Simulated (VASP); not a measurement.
A run of VASP 6.6.1:

File INCAR:

```
SYSTEM = Fe
ALGO = Normal
EDIFF = 1E-6
ENCUT = 690
GGA = PE
GGA_COMPAT = .FALSE.
ISIF = 2
ISMEAR = -1
LASPH = .TRUE.
LCHARG = .FALSE.
LREAL = .FALSE.
LWAVE = .FALSE.
NBANDS = 23
NELM = 120
PREC = Accurate
SIGMA = 0.1
```

The input KPOINTS:

```
k-points
0
G
  13 13 13
  0 0 0
```

POSCAR

```
Fe
1.0
    0.0000000000      2.3709764539      2.3709764539
    2.3709764539      0.0000000000      2.3709764539
    2.3709764539      2.3709764539      0.0000000000
Fe
2
Direct
    0.1250000000      0.1250000000      0.1250000000
    0.8750000000      0.8750000000      0.8750000000
```

Potentials or basis: VASP PAW PBE potentials, release 64 (Fe_sv).

Command:

```sh
$ cat potpaw_PBE.64/Fe_sv/POTCAR > POTCAR
$ mpirun -np 1 vasp_std > vasp.out
```

Hardware: 1 thread of Intel(R) Xeon(R) Platinum 8259CL CPU @ 2.50GHz (Skylake/Cascade Lake) (shared host).

**Question.** How long does it take, and how much memory?

**Answer.** Wall time 62 s on 1 thread of Intel(R) Xeon(R) Platinum 8259CL CPU @ 2.50GHz (Skylake/Cascade Lake), with other jobs on the host, peak memory 0.2 GiB. Counts: scf iterations 12, k points 84.
